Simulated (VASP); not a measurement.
# BN (P6_3mc) in VASP: notebook

BN is run at these levels: r2SCAN; tasks: single point.

All numbers are computed with VASP 6.6.1; they aren't measurements. Logs are shortened: lines on timing, memory, paths and dates and some standing lists are left out, and cuts for length are marked.

### 1 The cell of the first run

The structure is hexagonal, space group P6_3mc (No. 186). Conventional cell: a = 2.519 Å, b = 2.519 Å, c = 4.170 Å, α = 90.00°, β = 90.00°, γ = 120.00°. N (site symmetry 3m) has 4 B at 1.55 to 1.56 Å within 2.1 Å. B (site symmetry 3m) has 4 N at 1.55 to 1.56 Å within 2.1 Å.

### 2 Single point, r2SCAN

POSCAR reads:

```
BN
1.0
    2.5194226731      0.0000000000      0.0000000000
   -1.2597113366      2.1818840378      0.0000000000
    0.0000000000      0.0000000000      4.1697283350
N B
2 2
Direct
    0.3333333333      0.6666666667      0.1252760000
    0.6666666667      0.3333333333      0.6252760000
    0.3333333333      0.6666666667      0.4997240000
    0.6666666667      0.3333333333      0.9997240000
```

INCAR.step1 reads:

```
  PREC = Accurate
  ENCUT = 520
  ISMEAR = -1
  SIGMA = 0.05
  LREAL = F
  LASPH = T
  NELM = 100
  NBANDS = 16
  GGA = PE
  ALGO = Normal
  EDIFF = 1E-4
  LWAVE = T
  LCHARG = F
```

INCAR.step2 reads:

```
  PREC = Accurate
  ENCUT = 520
  EDIFF = 1E-7
  ISMEAR = -1
  SIGMA = 0.05
  LREAL = F
  LASPH = T
  NELM = 100
  ALGO = Normal
  ISIF = 2
  LWAVE = F
  LCHARG = T
  METAGGA = R2SCAN
  LMIXTAU = T
  LELF = T
  LVHAR = T
  NBANDS = 16
  ISTART = 1
```

KPOINTS reads:

```
Automatic mesh
0
Gamma
  12 12 6
```

Potentials or basis: VASP PAW PBE potentials, release 64 (N, B).

The run is started by

```
$ cat potpaw_PBE.64/N/POTCAR potpaw_PBE.64/B/POTCAR > POTCAR
$ cp INCAR.step1 INCAR
$ mpirun -np 1 vasp_std > vasp.out
$ cp INCAR.step2 INCAR
$ mpirun -np 1 vasp_std > vasp.out
```

OUTCAR:

```text
PREC = Accurate
   ENCUT = 520
   EDIFF = 1E-7
   ISMEAR = -1
   LREAL = F
   LASPH = T
   NELM = 100
   ISIF = 2
   METAGGA = R2SCAN
   ISTART = 1

 ion  position               nearest neighbor table
   1  0.333  0.667  0.125-   4 1.55   4 1.55   4 1.55   3 1.56
   2  0.667  0.333  0.625-   3 1.55   3 1.55   3 1.55   4 1.56
   3  0.333  0.667  0.500-   2 1.55   2 1.55   2 1.55   1 1.56
   4  0.667  0.333  1.000-   1 1.55   1 1.55   1 1.55   2 1.56

  LATTYP: Found a hexagonal cell.
 ALAT       =     2.5194226731
 C/A-ratio  =     1.6550332660

  Lattice vectors:

 A1 = (   2.5194226731,   0.0000000000,   0.0000000000)
 A2 = (  -1.2597113366,   2.1818840378,   0.0000000000)
 A3 = (   0.0000000000,   0.0000000000,   4.1697283350)

Analysis of symmetry for initial positions (statically):
=====================================================================
 Subroutine PRICEL returns:
 Original cell was already a primitive cell.

 Routine SETGRP: Setting up the symmetry group for a
 hexagonal supercell.

 Subroutine GETGRP returns: Found 12 space group operations
 (whereof  6 operations were pure point group operations)
 out of a pool of 24 trial point group operations.

The static configuration has the point symmetry C_3v.
 The point group associated with its full space group is C_6v.

Analysis of symmetry for dynamics (positions and initial velocities):
=====================================================================
 Subroutine PRICEL returns:
 Original cell was already a primitive cell.

 Routine SETGRP: Setting up the symmetry group for a
 hexagonal supercell.

 Subroutine GETGRP returns: Found 12 space group operations
 (whereof  6 operations were pure point group operations)
 out of a pool of 24 trial point group operations.

The dynamic configuration has the point symmetry C_3v.
 The point group associated with its full space group is C_6v.

 Subroutine INISYM returns: Found 12 space group operations
 (whereof  6 operations are pure point group operations),
 and found     1 'primitive' translations

----------------------------------------------------------------------------------------

                                     Primitive cell

  volume of cell :      22.9214

  direct lattice vectors                    reciprocal lattice vectors
     2.519422673  0.000000000  0.000000000     0.396916330  0.229159750  0.000000000
    -1.259711337  2.181884038  0.000000000     0.000000000  0.458319499  0.000000000
     0.000000000  0.000000000  4.169728335     0.000000000  0.000000000  0.239823777

  length of vectors
     2.519422673  2.519422673  4.169728335     0.458319499  0.458319499  0.239823777

  position of ions in fractional coordinates (direct lattice)
     0.333333333  0.666666667  0.125276000
     0.666666667  0.333333333  0.625276000
     0.333333333  0.666666667  0.499724000
     0.666666667  0.333333333  0.999724000

  ion indices of the primitive-cell ions
   primitive index   ion index
                 1           1
                 2           2
                 3           3
                 4           4

----------------------------------------------------------------------------------------

 KPOINTS: Automatic mesh

Automatic generation of k-mesh.
 Grid dimensions read from file:
 generate k-points for:   12   12    6

 Generating k-lattice:

  Cartesian coordinates                     Fractional coordinates (reciprocal lattice)
     0.033076361  0.019096646  0.000000000     0.083333333  0.000000000  0.000000000
     0.000000000  0.038193292  0.000000000     0.000000000  0.083333333  0.000000000
     0.000000000  0.000000000  0.039970630     0.000000000  0.000000000  0.166666667

  Length of vectors
     0.038193292  0.038193292  0.039970630

  Shift w.r.t. Gamma in fractional coordinates (k-lattice)
     0.000000000  0.000000000  0.000000000

 Subroutine IBZKPT returns following result:
 ===========================================

 Found     76 irreducible k-points:

 Following reciprocal coordinates:
            Coordinates               Weight
  0.000000  0.000000  0.000000      1.000000
  0.083333  0.000000  0.000000      6.000000
  0.166667  0.000000  0.000000      6.000000
  0.250000  0.000000  0.000000      6.000000
  0.333333  0.000000  0.000000      6.000000
  0.416667  0.000000  0.000000      6.000000
[... 16 lines left out ...]
  0.250000  0.000000  0.166667     12.000000
  0.333333  0.000000  0.166667     12.000000
 [... further k-points ...]
   k-points           NKPTS =     76   k-points in BZ     NKDIM =     76   number of bands    NBANDS=     16
   number of dos      NEDOS =    301   number of ions     NIONS =      4
   total plane-waves  NPLWV =  12800
   dimension x,y,z NGX =    20 NGY =   20 NGZ =   32
   dimension x,y,z NGXF=    40 NGYF=   40 NGZF=   64
   ions per type =               2   2
   NGX,Y,Z   is equivalent  to a cutoff of  13.20, 13.20, 12.76 a.u.
[... 34 lines left out ...]
  Thomas-Fermi vector in A             =   2.569634
   LORBIT       =      0    0 simple, 1 ext, 2 COOP (PROOUT), +10 PAW based schemes
   METAGGA = R2SCAN    functional components
   LHFCALC =     F    Hartree Fock is set to
   AEXX    =    0.0000 exact exchange contribution
   IVDW    =     0    specifies the selected vdW correction
   LEPSILON=     F    determine dielectric tensor
   LRPA    =     F    only Hartree local field effects (RPA)
 non-spin polarized calculation
  energy-cutoff  :      520.00
  volume of cell :       22.92
 maximum number of plane-waves:       640
 NGX is ok and might be reduce to    20
   NGX =  9   NGY =  9   NGZ = 15

 number of electron      15.9999999 magnetization

 Free energy of the ion-electron system (eV)
  ---------------------------------------------------
  ext. energy  EPLUGINS =         0.00000000
  ---------------------------------------------------
  free energy    TOTEN  =       -38.23599890 eV

  energy without entropy =      -38.23599890  energy(sigma->0) =      -38.23599890

 E-fermi :   8.8202     XC(G=0): -13.7972

 val. band max:        7.7916578398   @ k =   0.0000   0.0000   0.0000
 cond. band min:      13.4569124626   @ k =   0.3333   0.3333   0.0000
 fundamental gap:      5.6652546228
 Fermi energy:         8.8202190810

 k-point     1 :       0.0000    0.0000    0.0000
  band No.  band energies     occupation
      1     -14.0461      2.00000
      2      -9.6737      2.00000
      3      -3.8275      2.00000
      4       5.5205      2.00000
      5       5.5205      2.00000
      6       7.4986      2.00000
[... 8 lines left out ...]
     15      20.7815      0.00000
     16      25.6178      0.00000

 k-point     2 :       0.0833    0.0000    0.0000
  band No.  band energies     occupation
      1     -13.8856      2.00000
      2      -9.5502      2.00000
      3      -3.6686      2.00000
      4       4.7823      2.00000
      5       5.2165      2.00000
      6       7.1788      2.00000
[... 8 lines left out ...]
     15      21.2712      0.00000
     16      25.3238      0.00000

 k-point     3 :       0.1667    0.0000    0.0000
  band No.  band energies     occupation
      1     -13.4094      2.00000
      2      -9.1974      2.00000
      3      -3.1979      2.00000
      4       3.0070      2.00000
      5       4.5034      2.00000
      6       5.6679      2.00000
[... 8 lines left out ...]
     15      22.5481      0.00000
     16      24.4437      0.00000

 k-point     4 :       0.2500    0.0000    0.0000
  band No.  band energies     occupation
      1     -12.6362      2.00000
      2      -8.6820      2.00000
      3      -2.4380      2.00000
      4       0.9060      2.00000
      5       3.7059      2.00000
      6       3.7738      2.00000
[... 8 lines left out ...]
     15      24.2093      0.00000
     16      24.6912      0.00000
[... 324 lines left out ...]
 k-point    22 :       0.1667    0.0000    0.1667
  band No.  band energies     occupation
      1     -13.2364      2.00000
      2      -9.7461      2.00000
      3      -2.3664      2.00000
      4       3.1620      2.00000
      5       4.6445      2.00000
      6       5.1998      2.00000
[... 8 lines left out ...]
     15      22.1986      0.00000
     16      24.5215      0.00000

 k-point    23 :       0.2500    0.0000    0.1667
  band No.  band energies     occupation
      1     -12.4687      2.00000
      2      -9.1699      2.00000
      3      -1.7614      2.00000
      4       1.1400      2.00000
      5       3.3123      2.00000
      6       3.8548      2.00000
[... 8 lines left out ...]
     15      23.8335      0.00000
     16      24.8065      0.00000

 k-point    24 :       0.3333    0.0000    0.1667
  band No.  band energies     occupation
      1     -11.4550      2.00000
      2      -8.5527      2.00000
      3      -1.6080      2.00000
      4      -0.0668      2.00000
      5       1.4051      2.00000
      6       3.1890      2.00000
[... 8 lines left out ...]
     15      25.3938      0.00000
     16      25.7419      0.00000

 [... further k-points ...]
[... 5 lines left out ...]
  --------------------------------------------------------------------------------------
  -------------------------------------------------------------------------------------
  Total        1.8800329      1.8800329      1.8072889     -0.0000000      0.0000000      0.0000000
  in kB      131.4121657    131.4121657    126.3274394     -0.0000000      0.0000000      0.0000000
  external PRESSURE =     129.7172569 kB  Pullay stress =       0.0000000 kB

 VOLUME and BASIS-vectors are now :
 -----------------------------------------------------------------------------
  energy-cutoff  :      520.00
  volume of cell :       22.92
      direct lattice vectors                 reciprocal lattice vectors
     2.519422673  0.000000000  0.000000000     0.396916330  0.229159750  0.000000000
    -1.259711337  2.181884038  0.000000000     0.000000000  0.458319499  0.000000000
     0.000000000  0.000000000  4.169728335     0.000000000  0.000000000  0.239823777

 POSITION                                       TOTAL-FORCE (eV/Angst)
 -----------------------------------------------------------------------------------
     -0.00000      1.45459      0.52237         0.000000     -0.000000      0.010860
      1.25971      0.72729      2.60723        -0.000000      0.000000      0.010860
     -0.00000      1.45459      2.08371        -0.000000     -0.000000     -0.010860
      1.25971      0.72729      4.16858         0.000000     -0.000000     -0.010860
 -----------------------------------------------------------------------------------
    total drift:                               -0.000000     -0.000000      0.002143

  FREE ENERGIE OF THE ION-ELECTRON SYSTEM (eV)
  ---------------------------------------------------
  free  energy   TOTEN  =       -38.2359988979 eV

  energy  without entropy=      -38.2359988979  energy(sigma->0) =      -38.23599890
```

It took 48 s on 1 thread of Intel Xeon 6975P-C (Granite Rapids), shared host; peak memory 0.15 GiB.

What came out:

```
Free energy            : -38.2360 eV
Pressure               : 13.0 GPa
Largest force          : 0.011 eV/Å
Band gap on the k mesh : 5.67 eV, indirect (least direct gap 9.12 eV)
```

Forces on the atoms (eV/Å):
```
N    0.000  0.000  0.011
N    0.000  0.000  0.011
B    0.000  0.000 -0.011
B    0.000  0.000 -0.011
```

Caveat: the PAW data sets were made with another functional, which shifts forces and pressure a little.

### 3 Single point, r2SCAN

This run uses another cell than the first one, of 5.85 Å³/atom, 1.021 times its volume.

POSCAR reads:

```
BN
1.0
    2.5367985510      0.0000000000      0.0000000000
   -1.2683992755      2.1969319894      0.0000000000
    0.0000000000      0.0000000000      4.1984859909
N B
2 2
Direct
    0.3333333333      0.6666666667      0.1252760000
    0.6666666667      0.3333333333      0.6252760000
    0.3333333333      0.6666666667      0.4997240000
    0.6666666667      0.3333333333      0.9997240000
```

INCAR.step1 reads:

```
ALGO = Normal ; EDIFF = 1E-4
ENCUT = 520 ; GGA = PE
ISMEAR = -1 ; LASPH = True
LCHARG = False ; LREAL = False
LWAVE = True ; NBANDS = 16
NELM = 100 ; PREC = Accurate
SIGMA = 0.05
```

INCAR.step2 reads:

```
ALGO = Normal ; EDIFF = 1E-7
ENCUT = 520 ; ISIF = 2
ISMEAR = -1 ; ISTART = 1
LASPH = True ; LCHARG = True
LELF = True ; LMIXTAU = True
LREAL = False ; LVHAR = True
LWAVE = False ; METAGGA = R2SCAN
NBANDS = 16 ; NELM = 100
PREC = Accurate ; SIGMA = 0.05
```

KPOINTS reads:

```
k-points
0
Gamma
  12 12 6
```

Potentials or basis: VASP PAW PBE potentials, release 64 (N, B).

The run is started by

```
$ cat potpaw_PBE.64/N/POTCAR potpaw_PBE.64/B/POTCAR > POTCAR
$ cp INCAR.step1 INCAR
$ mpirun -np 1 vasp_std > vasp.out
$ cp INCAR.step2 INCAR
$ mpirun -np 1 vasp_std > vasp.out
```

It took 50 s on 1 thread of Intel Xeon 6975P-C (Granite Rapids), shared host; peak memory 0.15 GiB.

It converged, with:

```
Free energy            : -38.2627 eV
Pressure               : 4.3 GPa
Largest force          : 0.006 eV/Å
Band gap on the k mesh : 5.70 eV, indirect (least direct gap 9.02 eV)
```

Forces on the atoms (eV/Å):
```
N    0.000  0.000 -0.006
N    0.000  0.000 -0.006
B    0.000  0.000  0.006
B    0.000  0.000  0.006
```

Stress tensor (GPa, compression positive):
```
4.46 0.00 0.00
0.00 4.46 0.00
0.00 0.00 3.86
```

Levels at points of the mesh, in eV from the valence-band top:
```tsv
k point	band 4	band 5	band 6	band 7	band 8	band 9	band 10	band 11	band 12	band 13
(0.00, 0.00, 0.00)	-2.22	-2.22	-0.29	0.00	0.00	9.11	9.11	9.34	10.33	11.68
(0.50, 0.00, 0.00)	-8.21	-7.26	-5.23	-4.58	-2.22	7.33	8.62	11.41	12.31	13.93
(0.00, 0.00, 0.50)	-6.01	-1.23	-1.23	-1.23	-1.23	10.33	10.33	10.73	10.73	10.73
(0.50, 0.00, 0.50)	-10.50	-3.95	-3.95	-3.76	-3.76	7.23	7.23	10.77	10.77	15.39
```

Caveat: the PAW data sets were made with another functional, which shifts forces and pressure a little. r2SCAN opens gaps a little over a GGA but as a rule still falls short of measured ones.

### 4 Single point, r2SCAN

This run uses another cell than the first one, of 5.97 Å³/atom, 1.042 times its volume.

POSCAR reads:

```
BN
1.0
    2.5539396017      0.0000000000      0.0000000000
   -1.2769698009      2.2117765748      0.0000000000
    0.0000000000      0.0000000000      4.2268550000
N B
2 2
Direct
    0.3333333333      0.6666666667      0.1252760000
    0.6666666667      0.3333333333      0.6252760000
    0.3333333333      0.6666666667      0.4997240000
    0.6666666667      0.3333333333      0.9997240000
```

INCAR.step1 reads:

```
PREC = Accurate ; ENCUT = 520
ISMEAR = -1 ; SIGMA = 0.05
LREAL = F ; LASPH = T
NELM = 60 ; NBANDS = 16
GGA = PE ; ALGO = Normal
EDIFF = 1E-4 ; LWAVE = T
LCHARG = F
```

INCAR.step2 reads:

```
PREC = Accurate ; ENCUT = 520
EDIFF = 1E-6 ; ISMEAR = -1
SIGMA = 0.05 ; LREAL = F
LASPH = T ; NELM = 60
ALGO = Normal ; ISIF = 2
LWAVE = F ; LCHARG = F
METAGGA = R2SCAN ; LMIXTAU = T
NBANDS = 16 ; ISTART = 1
```

KPOINTS reads:

```
Automatic mesh
0
Gamma
  12 12 6
```

The run is started by

```
$ cat potpaw_PBE.64/N/POTCAR potpaw_PBE.64/B/POTCAR > POTCAR
$ cp INCAR.step1 INCAR
$ mpirun -np 1 vasp_std > vasp.out
$ cp INCAR.step2 INCAR
$ mpirun -np 1 vasp_std > vasp.out
```

Wall time 43 s (1 thread of Intel Xeon 6975P-C (Granite Rapids), shared host); peak memory 0.15 GiB.

The run converged. Its results:

```yaml
Free_energy: -38.2645 eV
Pressure: -3.7 GPa
Largest_force: 0.021 eV/Å
Band_gap_on_the_k_mesh: 5.72 eV, indirect (least direct gap 8.92 eV)
```

Forces in eV/Å, atoms in the order of the input:
```
N    0.000  0.000 -0.021
N    0.000  0.000 -0.021
B    0.000  0.000  0.021
B    0.000  0.000  0.021
```

Stress tensor (GPa, compression positive):
```
-3.45  0.00  0.00
 0.00 -3.45  0.00
 0.00  0.00 -4.12
```

Levels at points of the mesh, in eV from the valence-band top:
| k point | band 5 | band 6 | band 7 | band 8 | band 9 | band 10 | band 11 | band 12 |
| --- | --- | --- | --- | --- | --- | --- | --- | --- |
| (0.00, 0.00, 0.00) | -2.18 | -0.28 | 0.00 | 0.00 | 9.02 | 9.02 | 9.22 | 10.07 |
| (0.50, 0.00, 0.00) | -7.14 | -5.13 | -4.48 | -2.17 | 7.25 | 8.55 | 11.30 | 12.09 |
| (0.00, 0.00, 0.50) | -1.20 | -1.20 | -1.20 | -1.20 | 10.13 | 10.13 | 10.62 | 10.62 |
| (0.50, 0.00, 0.50) | -3.87 | -3.87 | -3.69 | -3.69 | 7.14 | 7.14 | 10.63 | 10.63 |

Caveat: the PAW data sets were made with another functional, which shifts forces and pressure a little. r2SCAN opens gaps a little over a GGA but as a rule still falls short of measured ones.

### 5 Single point, r2SCAN

This run uses another cell than the first one, of 5.97 Å³/atom, 1.042 times its volume.

POSCAR is that of step 4.

INCAR.step1 reads:

```
SYSTEM = BN
ALGO = Normal ; EDIFF = 1E-4
ENCUT = 520 ; GGA = PE
ISMEAR = -1 ; LASPH = .TRUE.
LCHARG = .FALSE. ; LREAL = .FALSE.
LWAVE = .TRUE. ; NBANDS = 16
NELM = 100 ; PREC = Accurate
SIGMA = 0.05
```

INCAR.step2 reads:

```
SYSTEM = BN
ALGO = Normal ; EDIFF = 1E-6
ENCUT = 520 ; ISIF = 2
ISMEAR = -1 ; ISTART = 1
LASPH = .TRUE. ; LCHARG = .TRUE.
LELF = .TRUE. ; LMIXTAU = .TRUE.
LREAL = .FALSE. ; LVHAR = .TRUE.
LWAVE = .FALSE. ; METAGGA = R2SCAN
NBANDS = 16 ; NELM = 100
PREC = Accurate ; SIGMA = 0.05
```

KPOINTS reads:

```
k-points
0
G
  12 12 6
  0 0 0
```

The run is started by

```
$ cat potpaw_PBE.64/N/POTCAR potpaw_PBE.64/B/POTCAR > POTCAR
$ cp INCAR.step1 INCAR
$ mpirun -np 1 vasp_std > vasp.out
$ cp INCAR.step2 INCAR
$ mpirun -np 1 vasp_std > vasp.out
```

Run time: 40 s. Hardware: 1 thread of Intel Xeon 6975P-C (Granite Rapids), shared host; peak memory 0.14 GiB.

The run converged. Its results:

| Property | Result |
| --- | --- |
| Free energy | -38.2645 eV |
| Pressure | -3.7 GPa |
| Largest force | 0.021 eV/Å |
| Band gap on the k mesh | 5.72 eV, indirect (least direct gap 8.92 eV) |

Forces in eV/Å, atoms in the order of the input:
```
N    0.000  0.000 -0.021
N    0.000  0.000 -0.021
B    0.000  0.000  0.021
B    0.000  0.000  0.021
```

Stress tensor (GPa, compression positive):
```
-3.45  0.00  0.00
 0.00 -3.45  0.00
 0.00  0.00 -4.12
```

Levels at points of the mesh, in eV from the valence-band top:
```
           k point  band 5  band 6  band 7  band 8  band 9  band 10  band 11  band 12
(0.00, 0.00, 0.00)   -2.18   -0.28    0.00    0.00    9.02     9.02     9.22    10.07
(0.50, 0.00, 0.00)   -7.14   -5.13   -4.48   -2.17    7.25     8.55    11.30    12.09
(0.00, 0.00, 0.50)   -1.20   -1.20   -1.20   -1.20   10.13    10.13    10.62    10.62
(0.50, 0.00, 0.50)   -3.87   -3.87   -3.69   -3.69    7.14     7.14    10.63    10.63
```

Caveat: the PAW data sets were made with another functional, which shifts forces and pressure a little. A k mesh can miss the band edges.

### 6 Overview

```csv
cell,gap on the mesh (eV),pressure (GPa),largest force (eV/Å)
"a = 2.519, b = 2.519, c = 4.170 Å, angles 90.0, 90.0, 120.0°, 4 atoms",5.67,13.0,0.01
"a = 2.537, b = 2.537, c = 4.198 Å, angles 90.0, 90.0, 120.0°, 4 atoms",5.70,4.3,0.01
"a = 2.554, b = 2.554, c = 4.227 Å, angles 90.0, 90.0, 120.0°, 4 atoms",5.72,-3.7,0.02
```

Alike in all rows: task single point; level r2SCAN; potentials or basis VASP PAW PBE potentials, release 64 (N, B); no spin polarisation; k mesh 12 × 12 × 6; cutoff (eV) 520; smearing fermi-dirac 0.05 eV.

Caveats: the PAW data sets were made with another functional, which shifts forces and pressure a little.

Total energies depend on the potentials used, so only differences within one code and one set of settings carry meaning.
